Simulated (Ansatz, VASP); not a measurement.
# One calculation of TiB2, two programs

```
Ti B
1.0
     3.03180    0.00000    0.00000
    -1.51590    2.58624    0.00000
     0.00000    0.00000    3.22423
Ti B
1 2
Direct
  0.00000 0.00000 0.00000
  0.33333 0.66667 0.50000
  0.66667 0.33333 0.50000
```

Change from the starting cell: strain -0.0150 x Voigt [0, 1, 0, 0, 0, 0], atoms carried along.

Alike in both runs: task single point; functional PBE; k mesh 18 × 18 × 14; occupations gaussian, width 0.15 eV; no spin polarisation.

|  | VASP | Ansatz |
| --- | --- | --- |
| version | VASP 6.6.1 | Ansatz 0.2.0 |
| potentials or method | VASP PAW PBE potentials, release 64 (Ti_sv, B), cutoff 520 eV | scalar-relativistic, plane waves, PAW |
| valence electrons in the cell | 18 | 18 |

```csv
,VASP,Ansatz,Ansatz less VASP
gap on the k mesh at the Fermi level (eV),none,none,-
pressure (GPa),4.6,4.4,-0.22
"traceless stress, the component that is largest in VASP (GPa)",6.02,6.03,+0.007
rms of the force components (eV/Å),0.029,0.029,-0.0004
```

Atom by atom the forces differ by 0.000 eV/Å (rms over components). A gap of «none» marks a metal or a gap that the smearing closes. With one functional, cell and mesh, what is left measures potentials, basis and numerics.
